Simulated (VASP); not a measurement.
Wanted: the native input for a VASP 6.6.1 run.

```
Task                   : single point
Functional             : PBE
Potentials or basis    : VASP PAW PBE potentials, release 64 (Mn_sv, O)
Cutoff                 : 600 eV
k mesh                 : 13 × 13 × 13
Occupations            : fermi-dirac, width 0.15 eV
Spin                   : collinear spin, ferromagnetic start
Starting moments       : [2.8, 0.0] μB
Hubbard terms          : Mn d U = 3.0 eV
Dipole correction      : no
Further INCAR settings : ALGO = Normal; EDIFF = 1e-06; NBANDS = 22
```

The structure of MnO lies in POSCAR:

```
MnO
1.0
    0.0000000000      2.2230000000      2.2230000000
    2.2230000000      0.0000000000      2.2230000000
    2.2230000000      2.2230000000      0.0000000000
Mn O
1 1
Direct
    0.0000000000      0.0000000000      0.0000000000
    0.5000000000      0.5000000000      0.5000000000
```

The input as run:

INCAR

```
ALGO = Normal
EDIFF = 1E-6
ENCUT = 600
GGA = PE
GGA_COMPAT = F
ISIF = 2
ISMEAR = -1
ISPIN = 2
LASPH = T
LCHARG = F
LDAU = T
LDAUJ = 0 0
LDAUL = 2 -1
LDAUPRINT = 1
LDAUTYPE = 2
LDAUU = 3 0
LMAXMIX = 4
LORBIT = 11
LREAL = F
LWAVE = F
MAGMOM = 2.8 0
NBANDS = 22
NELM = 200
PREC = Accurate
SIGMA = 0.15
```

KPOINTS

```
k-points
0
Gamma
  13 13 13
```

Potentials or basis: VASP PAW PBE potentials, release 64 (Mn_sv, O).

Launch:

```sh
$ cat potpaw_PBE.64/Mn_sv/POTCAR potpaw_PBE.64/O/POTCAR > POTCAR
$ mpirun -np 1 vasp_std > vasp.out
```

It gave:

```
Pressure                                              : 4.6 GPa
Band gap on the k mesh                                : zero (filled and empty bands overlap)
Net moment                                            : 5.00 μB per cell
Site moments                                          : Mn +4.45; O +0.18 μB
Valence electrons inside the program's atomic spheres : Mn 12.86; O 5.00
```

Caveat: the cell stands under pressure; a cell with one magnetic atom can't hold antiferromagnetic order, which such compounds often take.

It took 78 s on 1 thread of Intel(R) Xeon(R) Platinum 8488C (Sapphire Rapids), on a shared host, peak memory 0.22 GiB.
